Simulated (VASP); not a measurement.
## CsI: electric field gradients with LDA

The system is CsI.

```xyz
2
Lattice="4.5667 0.0000 0.0000 0.0000 4.5667 0.0000 0.0000 0.0000 4.6580" Properties=species:S:1:pos:R:3 pbc="T T T"
Cs    0.0000    0.0000    0.0000
I     2.2833    2.2833    2.3290
```

This cell differs from its parent crystal: zz strain of +2 %.

```json
{
 "Program": "VASP 6.6.1",
 "Task": "electric field gradients",
 "Functional": "LDA",
 "Potentials or basis": "VASP PAW LDA potentials, release 64 (Cs_sv, I)",
 "Cutoff": "400 eV",
 "k mesh": "7 × 7 × 7",
 "Occupations": "fermi-dirac, width 0.01 eV",
 "Spin": "no spin polarisation",
 "Dipole correction": "no",
 "Further INCAR settings": "ALGO = Normal; EDIFF = 1e-08; NBANDS = 15"
}
```

```
Pressure                                : -1.5 GPa
Band gap on the k mesh                  : 3.46 eV (least direct gap 3.53 eV)
Largest electric field gradient by atom : Cs -7.2; I +12.7 V/Å²
```

Stress tensor (GPa, compression positive):
```
-1.42  0.00  0.00
 0.00 -1.42  0.00
 0.00  0.00 -1.77
```

Levels at points of the mesh, in eV from the valence-band top:
| k point | band 6 | band 7 | band 8 | band 9 | band 10 | band 11 |
| --- | --- | --- | --- | --- | --- | --- |
| (0.00, 0.00, 0.00) | -0.15 | -0.07 | -0.07 | 3.46 | 3.97 | 4.01 |

Electric field gradients, principal values (V/Å²):
```csv
atom,least,middle,greatest (by size)
1 Cs,3.589,3.589,-7.177
2 I,-6.370,-6.370,12.740
```

Run time: 45 s on 1 thread of Intel Xeon 8259CL, on a shared host, peak memory 0.17 GiB.

Caveat: the cell differs from its parent crystal (zz strain of +2 %); without QUAD_EFG the Cq values of the log hold for a quadrupole moment of 1 mb, not for the nuclei; spin-orbit coupling is left out, which moves the levels of the heavy elements; an odd mesh through Γ misses points on the zone boundary, where band edges can lie.
